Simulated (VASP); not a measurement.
Here is a VASP 6.6.1 calculation.

The input POSCAR:

```
Ti
1.0
   -1.6258948694      1.5039527542      1.6258948694
    1.6258948694     -1.5039527542      1.6258948694
    1.6258948694      1.5039527542     -1.6258948694
Ti
1
Direct
    0.0000000000      0.0000000000      0.0000000000
```

INCAR.step1

```
  ALGO = Normal
  EDIFF = 1E-4
  ENCUT = 520
  GGA = PE
  ISMEAR = 0
  LASPH = T
  LCHARG = F
  LREAL = F
  LWAVE = T
  NBANDS = 12
  NELM = 80
  PREC = Accurate
  SIGMA = 0.15
```

The input INCAR.step2:

```
  ALGO = Normal
  EDIFF = 1E-6
  ENCUT = 520
  ISIF = 2
  ISMEAR = 0
  ISTART = 1
  LASPH = T
  LCHARG = F
  LMIXTAU = T
  LREAL = F
  LWAVE = F
  METAGGA = R2SCAN
  NBANDS = 12
  NELM = 80
  PREC = Accurate
  SIGMA = 0.15
```

KPOINTS

```
k-points
0
Gamma
  26 26 26
```

Potentials or basis: VASP PAW PBE potentials, release 64 (Ti_sv).

The run is started by

```bash
$ cat potpaw_PBE.64/Ti_sv/POTCAR > POTCAR
$ cp INCAR.step1 INCAR
$ mpirun -np 1 vasp_std > vasp.out
$ cp INCAR.step2 INCAR
$ mpirun -np 1 vasp_std > vasp.out
```

(1) Predict the pressure.

(2) Predict the band gap on the k mesh.

Answers

(1) 10.5 GPa.

(2) zero (bands 6 and 7 overlap by 1.94 eV).

Caveat: the cell differs from its parent crystal (strain -0.0750 x Voigt [0, 1, 0, 0, 0, 0]); the cell stands under pressure; the PAW data sets were made with another functional, which shifts forces and pressure a little.
